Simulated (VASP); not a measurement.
A run of VASP 6.6.1 is set up as follows.

Contents of POSCAR:

```
AlN
1.0
    0.0000000000      2.1839940000      2.1839940000
    2.1839940000      0.0000000000      2.1839940000
    2.1839940000      2.1839940000      0.0000000000
Al N
1 1
Direct
    0.0000000000      0.0000000000      0.0000000000
    0.7500000000      0.7500000000      0.7500000000
```

Contents of INCAR.step1:

```
PREC = Accurate
ENCUT = 600
ISMEAR = 0
SIGMA = 0.01
LREAL = False
LASPH = True
NELM = 100
GGA = PE
ALGO = Normal
EDIFF = 1E-4
LWAVE = True
LCHARG = False
```

The input INCAR.step2:

```
PREC = Accurate
ENCUT = 600
EDIFF = 1E-6
ISMEAR = 0
SIGMA = 0.01
LREAL = False
LASPH = True
NELM = 100
ALGO = Normal
ISIF = 3
LWAVE = False
LCHARG = False
METAGGA = R2SCAN
LMIXTAU = True
IBRION = 2
NSW = 80
EDIFFG = -0.01
PSTRESS = 50.0
ISTART = 1
```

KPOINTS

```
Automatic mesh
0
Gamma
  8 8 8
```

Potentials or basis: VASP PAW PBE potentials, release 64 (Al, N).

The run is started by

```bash
$ cat potpaw_PBE.64/Al/POTCAR potpaw_PBE.64/N/POTCAR > POTCAR
$ cp INCAR.step1 INCAR
$ mpirun -np 1 vasp_std > vasp.out
$ cp INCAR.step2 INCAR
$ mpirun -np 1 vasp_std > vasp.out
```

**Question.** Predict the relaxed volume.

**Answer.** 10.19 Å³/atom.

**Question.** Predict the relaxed cell.

**Answer.** a = 3.066 Å, b = 3.066 Å, c = 3.066 Å, α = 60.00°, β = 60.00°, γ = 60.00°.

**Question.** Estimate the band gap on the k mesh.

**Answer.** 3.95 eV, indirect (least direct gap 5.10 eV).

Step by step:
```csv
step,energy change (eV),largest force (eV/Å),pressure (GPa),volume (Å³)
1,0.0000,0.0000,-0.08,20.83
2,0.0328,0.0000,11.13,19.85
3,0.0069,0.0000,4.89,20.37
```

Caveat: the cell is relaxed towards a set pressure, so the enthalpy falls and the energy may rise; the PAW data sets were made with another functional, which shifts forces and pressure a little. r2SCAN opens gaps a little over a GGA but as a rule still falls short of measured ones.
